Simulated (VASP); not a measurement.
# Ag (Fd-3m) in VASP: a series of runs

Ag is run at these levels: PBE; tasks: single point.

All numbers are computed with VASP 6.6.1; they aren't measurements. Logs are shortened: lines on timing, memory, paths and dates and some standing lists are left out, and cuts for length are marked.

### 1 The cell of the first run

Symmetry: Fd-3m, No. 227, cubic system. The conventional cell has a = 5.642 Å, b = 5.642 Å, c = 5.642 Å, α = 90.00°, β = 90.00°, γ = 90.00°. Within 3.2 Å of Ag (site symmetry -43m) lie 4 Ag at 2.44 Å.

This isn't the form of Ag at room conditions, which is fcc.

### 2 Single point, PBE

Contents of INCAR:

```
PREC = Accurate ; ENCUT = 520
EDIFF = 1E-6 ; ISMEAR = -1
SIGMA = 0.05 ; LREAL = False
LASPH = True ; NELM = 100
ALGO = Normal ; ISIF = 2
LWAVE = False ; LCHARG = False
GGA = PE ; NBANDS = 18
```

Contents of KPOINTS:

```
Automatic mesh
0
Gamma
  14 14 14
```

Contents of POSCAR:

```
Ag
1.0
    0.0000000000      2.8212184587      2.8212184587
    2.8212184587      0.0000000000      2.8212184587
    2.8212184587      2.8212184587      0.0000000000
Ag
2
Direct
    0.0000000000      0.0000000000      0.0000000000
    0.2500000000      0.2500000000      0.2500000000
```

Potentials or basis: VASP PAW PBE potentials, release 64 (Ag).

The run is started by

```bash
$ cat potpaw_PBE.64/Ag/POTCAR > POTCAR
$ mpirun -np 1 vasp_std > vasp.out
```

OUTCAR:

```text
PREC = Accurate
   ENCUT = 520
   EDIFF = 1E-6
   ISMEAR = -1
   LREAL = False
   LASPH = True
   NELM = 100
   ISIF = 2
   GGA = PE

 ion  position               nearest neighbor table
   1  0.000  0.000  0.000-   2 2.44   2 2.44   2 2.44   2 2.44
   2  0.250  0.250  0.250-   1 2.44   1 2.44   1 2.44   1 2.44

  LATTYP: Found a face centered cubic cell.
 ALAT       =     5.6424369174

  Lattice vectors:

 A1 = (   0.0000000000,   2.8212184587,   2.8212184587)
 A2 = (   2.8212184587,   0.0000000000,   2.8212184587)
 A3 = (   2.8212184587,   2.8212184587,   0.0000000000)

Analysis of symmetry for initial positions (statically):
=====================================================================
 Subroutine PRICEL returns:
 Original cell was already a primitive cell.

 Routine SETGRP: Setting up the symmetry group for a
 face centered cubic supercell.

 Subroutine GETGRP returns: Found 48 space group operations
 (whereof 24 operations were pure point group operations)
 out of a pool of 48 trial point group operations.

The static configuration has the point symmetry T_d .
 The point group associated with its full space group is O_h .

Analysis of symmetry for dynamics (positions and initial velocities):
=====================================================================
 Subroutine PRICEL returns:
 Original cell was already a primitive cell.

 Routine SETGRP: Setting up the symmetry group for a
 face centered cubic supercell.

 Subroutine GETGRP returns: Found 48 space group operations
 (whereof 24 operations were pure point group operations)
 out of a pool of 48 trial point group operations.

The dynamic configuration has the point symmetry T_d .
 The point group associated with its full space group is O_h .

 Subroutine INISYM returns: Found 48 space group operations
 (whereof 24 operations are pure point group operations),
 and found     1 'primitive' translations

----------------------------------------------------------------------------------------

                                     Primitive cell

  volume of cell :      44.9097

  direct lattice vectors                    reciprocal lattice vectors
     0.000000000  2.821218459  2.821218459    -0.177228388  0.177228388  0.177228388
     2.821218459  0.000000000  2.821218459     0.177228388 -0.177228388  0.177228388
     2.821218459  2.821218459  0.000000000     0.177228388  0.177228388 -0.177228388

  length of vectors
     3.989805407  3.989805407  3.989805407     0.306968573  0.306968573  0.306968573

  position of ions in fractional coordinates (direct lattice)
[... 79 lines left out ...]
   EDIFF  = 0.1E-05   stopping-criterion for ELM
   LREAL  =      F    real-space projection
   EDIFFG = 0.1E-04   stopping-criterion for IOM
   NSW    =      0    number of steps for IOM
   IBRION =     -1    ionic relax: 0-MD 1-quasi-New 2-CG
   NFREE  =      0    steps in history (QN), initial steepest desc. (CG)
   ISIF   =      2    stress and relaxation
   ISYM   =      2    0-nonsym 1-usesym 2-fastsym
   POTIM  = 0.5000    time-step for ionic-motion
   TEBEG  =    0.0;   TEEND  =   0.0 temperature during run
   PSTRESS=    0.0 pullay stress
   NELECT =      22.0000    total number of electrons
   NUPDOWN=      -1.0000    fix difference up-down
   EMIN   =  10.00;   EMAX   =-10.00  energy-range for DOS
   EFERMI =   0.00;   METHOD = LEGACY
   ISMEAR =    -1;   SIGMA  =   0.05  broadening in eV -4-tet -1-fermi 0-gaus
   EFERMI_NEDOS =   21; number of points for ismear=-14 and -15
   IALGO  =     38    algorithm
   IMIX   =      4    mixing-type and parameters
     AMIX     =   0.40;   BMIX     =  1.00
     AMIX_MAG =   1.60;   BMIX_MAG =  1.00
  volume/ion in A,a.u.               =      22.45       151.53
  Fermi-wavevector in a.u.,A,eV,Ry     =   1.290533  2.438753 22.660158  1.665475
  Thomas-Fermi vector in A             =   2.422358
   LORBIT       =      0    0 simple, 1 ext, 2 COOP (PROOUT), +10 PAW based schemes
   GGA     = PE    functional components
   LHFCALC =     F    Hartree Fock is set to
   AEXX    =    0.0000 exact exchange contribution
   IVDW    =     0    specifies the selected vdW correction
   LEPSILON=     F    determine dielectric tensor
   LRPA    =     F    only Hartree local field effects (RPA)
 non-spin polarized calculation
  energy-cutoff  :      520.00
  volume of cell :       44.91
 maximum number of plane-waves:      1243
 NGX is ok and might be reduce to    30
   NGX = 15   NGY = 15   NGZ = 15

 number of electron      21.9999989 magnetization

 Free energy of the ion-electron system (eV)
  ---------------------------------------------------
  ext. energy  EPLUGINS =         0.00000000
  ---------------------------------------------------
  free energy    TOTEN  =        -3.19626605 eV

  energy without entropy =       -3.19145830  energy(sigma->0) =       -3.19386217

 E-fermi :   5.2426     XC(G=0): -10.3320

 val. band max:        5.2302861814   @ k =  -0.4286   0.0714   0.0000
 cond. band min:       5.3030726913   @ k =  -0.3571   0.4286   0.1429
 fundamental gap:      0.0727865098
 Fermi energy:         5.2425768437

 k-point     1 :       0.0000    0.0000    0.0000
  band No.  band energies     occupation
      1      -0.8220      2.00000
      2      -0.3525      2.00000
      3      -0.3525      2.00000
      4      -0.2685      2.00000
      5      -0.2685      2.00000
      6      -0.2685      2.00000
[... 481 lines left out ...]
      5       0.1617      2.00000
      6       0.3437      2.00000
[... 10 lines left out ...]
     17      18.8869      0.00000
     18      19.2938      0.00000

 [... further k-points ...]

------------------------ aborting loop because EDIFF is reached ----------------------------------------

  FORCE on cell =-STRESS in cart. coord.  units (eV):
  Direction    XX          YY          ZZ          XY          YZ          ZX
  --------------------------------------------------------------------------------------
  -------------------------------------------------------------------------------------
  Total        5.5151794      5.5151794      5.5151794     -0.0000000      0.0000000      0.0000000
  in kB      196.7569502    196.7569502    196.7569502     -0.0000000      0.0000000      0.0000000
  external PRESSURE =     196.7569502 kB  Pullay stress =       0.0000000 kB

 VOLUME and BASIS-vectors are now :
 -----------------------------------------------------------------------------
  energy-cutoff  :      520.00
  volume of cell :       44.91
      direct lattice vectors                 reciprocal lattice vectors
     0.000000000  2.821218459  2.821218459    -0.177228388  0.177228388  0.177228388
     2.821218459  0.000000000  2.821218459     0.177228388 -0.177228388  0.177228388
     2.821218459  2.821218459  0.000000000     0.177228388  0.177228388 -0.177228388

 POSITION                                       TOTAL-FORCE (eV/Angst)
 -----------------------------------------------------------------------------------
      0.00000      0.00000      0.00000        -0.000000     -0.000000     -0.000000
      1.41061      1.41061      1.41061         0.000000      0.000000      0.000000
 -----------------------------------------------------------------------------------
    total drift:                                0.000000      0.000000      0.000000

  FREE ENERGIE OF THE ION-ELECTRON SYSTEM (eV)
  ---------------------------------------------------
  free  energy   TOTEN  =        -3.1962660492 eV

  energy  without entropy=       -3.1914582959  energy(sigma->0) =       -3.19386217
```

Run time: 51 s. Hardware: 1 thread of Intel Xeon Platinum 8488C (Sapphire Rapids), shared host; peak memory 0.21 GiB.

Results:

| Property | Result |
| --- | --- |
| Free energy | -3.1963 eV |
| Pressure | 19.7 GPa |
| Band gap on the k mesh | zero (bands 11 and 12 overlap by 1.36 eV) |

Caveat: the cell stands under pressure.

### 3 Single point, PBE

This run uses another cell than the first one, of 24.80 Å³/atom.

Contents of INCAR:

```
SYSTEM = Ag
  ALGO = Normal
  EDIFF = 1E-7
  ENCUT = 520
  GGA = PE
  ISIF = 2
  ISMEAR = -1
  LASPH = .TRUE.
  LCHARG = .FALSE.
  LREAL = .FALSE.
  LWAVE = .FALSE.
  NBANDS = 18
  NELM = 100
  PREC = Accurate
  SIGMA = 0.05
```

Contents of KPOINTS:

```
k-points
0
G
  14 14 14
  0 0 0
```

Contents of POSCAR:

```
Ag
1.0
    0.0000000000      2.9160861498      2.9160861498
    2.9160861498      0.0000000000      2.9160861498
    2.9160861498      2.9160861498      0.0000000000
Ag
2
Direct
    0.0000000000      0.0000000000      0.0000000000
    0.2500000000      0.2500000000      0.2500000000
```

Potentials or basis: VASP PAW PBE potentials, release 64 (Ag).

The run is started by

```bash
$ cat potpaw_PBE.64/Ag/POTCAR > POTCAR
$ mpirun -np 1 vasp_std > vasp.out
```

Wall time 40 s (1 thread of Intel Xeon Platinum 8488C (Sapphire Rapids), shared host); peak memory 0.22 GiB.

It converged, with:

```
Free energy            : -3.6156 eV
Pressure               : 9.8 GPa
Band gap on the k mesh : zero (bands 11 and 12 overlap by 1.35 eV)
```

Levels at points of the mesh, in eV from the Fermi level:
```tsv
k point	band 9	band 10	band 11	band 12	band 13	band 14
(0.00, 0.00, 0.00)	-3.43	-2.61	-2.61	9.85	9.85	9.85
(0.50, 0.00, 0.00)	-2.70	-2.70	-1.00	-0.72	6.96	6.96
(0.50, 0.50, 0.00)	-2.56	-2.56	0.25	0.25	3.67	3.67
```

Caveat: the cell stands under pressure.
